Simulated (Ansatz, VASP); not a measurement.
Sn: VASP beside Ansatz

The input INCAR:

```
  PREC = Accurate
  ENCUT = 500
  EDIFF = 1E-6
  ISMEAR = 0
  SIGMA = 0.1
  LREAL = False
  LASPH = True
  NELM = 120
  ALGO = Normal
  ISIF = 2
  LWAVE = False
  LCHARG = True
  GGA = PS
  IVDW = 12
  LELF = True
  LVHAR = True
  NBANDS = 13
  GGA_COMPAT = False
```

Contents of KPOINTS:

```
regular mesh
0
Gamma
  6 6 6
```

The input POSCAR:

```
Sn
1.0
   -1.8946518192      1.8946518192      1.8946518192
    1.8946518192     -1.8946518192      1.8946518192
    1.8946518192      1.8946518192     -1.8946518192
Sn
1
Direct
    0.0000000000      0.0000000000      0.0000000000
```

Input for Ansatz:

```yaml
crystal:
  lattice:
    - [-1.8946518192, 1.8946518192, 1.8946518192]
    - [1.8946518192, -1.8946518192, 1.8946518192]
    - [1.8946518192, 1.8946518192, -1.8946518192]
  atoms:
    - { symbol: Sn, position: [0.0, 0.0, 0.0] }
basis:
  ecutwfc: 420
kpoints:
  mp_grid: { grid: [6, 6, 6] }
hamiltonian:
  xc: pbesol
  dispersion: d3bj
scf:
  occupations: { method: gaussian, width: 0.1 }
output:
  forces: true
  stress: true
  eigenvalues: true
```

Alike in both runs: task single point; functional PBEsol; dispersion D3(BJ); k mesh 6 × 6 × 6; occupations gaussian, width 0.1 eV; no spin polarisation.

|  | VASP | Ansatz |
| --- | --- | --- |
| version | VASP 6.6.1 | Ansatz 0.2.0 |
| potentials or method | VASP PAW PBE potentials, release 64 (Sn_d), cutoff 500 eV | scalar-relativistic, plane waves, PAW |
| valence electrons in the cell | 14 | 14 |

```csv
,VASP,Ansatz,Ansatz less VASP
gap on the k mesh at the Fermi level (eV),none,none,-
pressure (GPa),-4.5,-4.5,+0.03
```

VASP's potentials were made for PBE, not for PBEsol. A gap of «none» marks a metal or a gap that the smearing closes.

The k mesh is coarse, so the values compare programs but aren't converged.
